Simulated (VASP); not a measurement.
Here is a VASP 6.6.1 calculation.

Contents of INCAR:

```
ALGO = Normal ; EDIFF = 1E-6
ENCUT = 520 ; GGA = PS
ISIF = 2 ; ISMEAR = -1
LASPH = True ; LCHARG = False
LREAL = False ; LWAVE = False
NBANDS = 16 ; NELM = 100
PREC = Accurate ; SIGMA = 0.05
```

Contents of KPOINTS:

```
k-points
0
Gamma
  11 11 11
```

Contents of POSCAR:

```
WC
1.0
    0.0000000000      2.2143951546      2.2143951546
    2.2143951546      0.0000000000      2.2143951546
    2.2143951546      2.2143951546      0.0000000000
W C
1 1
Direct
    0.0000000000      0.0000000000      0.0000000000
    0.5000000000      0.5000000000      0.5000000000
```

Potentials or basis: VASP PAW PBE potentials, release 64 (W_sv, C).

The run is started by

```bash
$ cat potpaw_PBE.64/W_sv/POTCAR potpaw_PBE.64/C/POTCAR > POTCAR
$ mpirun -np 1 vasp_std > vasp.out
```

Predict the band gap on the k mesh.

zero (band 9 reaches 12.69 eV, above the bottom of band 10 at 9.75 eV).

Predict the pressure.

-18.7 GPa.

Caveat: the PAW data sets were made with another functional, which shifts forces and pressure a little; spin-orbit coupling is left out, which moves the levels of the heavy elements.
